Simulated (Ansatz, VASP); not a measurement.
## Se in VASP and in Ansatz

The input INCAR:

```
ALGO     = Normal         # electronic algorithm
EDIFF    = 1E-8           # SCF threshold, eV
ENCUT    = 520            # plane-wave cutoff, eV
GGA      = PE             # functional
ISIF     = 2              # what is computed and relaxed
ISMEAR   = -1             # smearing method
LASPH    = T              # aspherical terms in the spheres
LCHARG   = F              # write CHGCAR
LEFG     = T            
LREAL    = F              # projectors in reciprocal space
LWAVE    = F              # write WAVECAR
NBANDS   = 16             # bands
NELM     = 80             # most SCF steps
PREC     = Accurate       # precision mode
SIGMA    = 0.03           # smearing width, eV
```

The input KPOINTS:

```
k-points
0
Gamma
  6 6 5
```

Contents of POSCAR:

```
Se
1.0
    4.3951160230      0.0000000000      0.0000000000
   -2.1975580116      3.8062821286      0.0000000000
    0.0000000000      0.0000000000      4.9864062541
Se
3
Direct
    0.2254000000      0.0000000000      0.3333333333
    0.0000000000      0.2254000000      0.6666666667
    0.7746000000      0.7746000000      0.0000000000
```

Input for Ansatz:

```yaml
crystal:
  lattice:
    - [4.395116023, 0.0, 0.0]
    - [-2.1975580116, 3.8062821286, 0.0]
    - [0.0, 0.0, 4.9864062541]
  atoms:
    - { symbol: Se, position: [0.2254, 0.0, 0.3333333333] }
    - { symbol: Se, position: [0.0, 0.2254, 0.6666666667] }
    - { symbol: Se, position: [0.7746, 0.7746, 0.0] }
kpoints:
  mp_grid: { grid: [6, 6, 5] }
scf:
  occupations: { method: fermi_dirac, width: 0.03 }
hamiltonian:
  xc: pbe
  pseudopotentials: { kind: all_electron, datasets: crystal }
output:
  forces: true
  stress: true
  eigenvalues: true
  efg: { contact_densities: true }
```

Change from the starting cell: volume scaled by 1.02, crystal datasets.

Alike in both runs: task electric field gradients; functional PBE; k mesh 6 × 6 × 5; occupations fermi-dirac, width 0.03 eV; no spin polarisation.

|  | VASP | Ansatz |
| --- | --- | --- |
| version | VASP 6.6.1 | Ansatz 0.2.0 |
| potentials or method | VASP PAW PBE potentials, release 64 (Se), cutoff 520 eV | all-electron PAW with datasets made for the crystal, scalar-relativistic |

```tsv
	VASP	Ansatz	Ansatz less VASP
gap on the k mesh at the Fermi level (eV)	1.32	1.33	+0.007
pressure (GPa)	1.7	1.6	-0.13
traceless stress, the component that is largest in VASP (GPa)	0.76	0.72	-0.045
rms of the force components (eV/Å)	0.131	0.111	-0.0196
size of Vzz on the site where it differs most (V/Å²)	508.1	529.1	+21.05
```

Atom by atom the forces differ by 0.020 eV/Å (rms over components). Ansatz ran all-electron here, and VASP with PAW potentials.
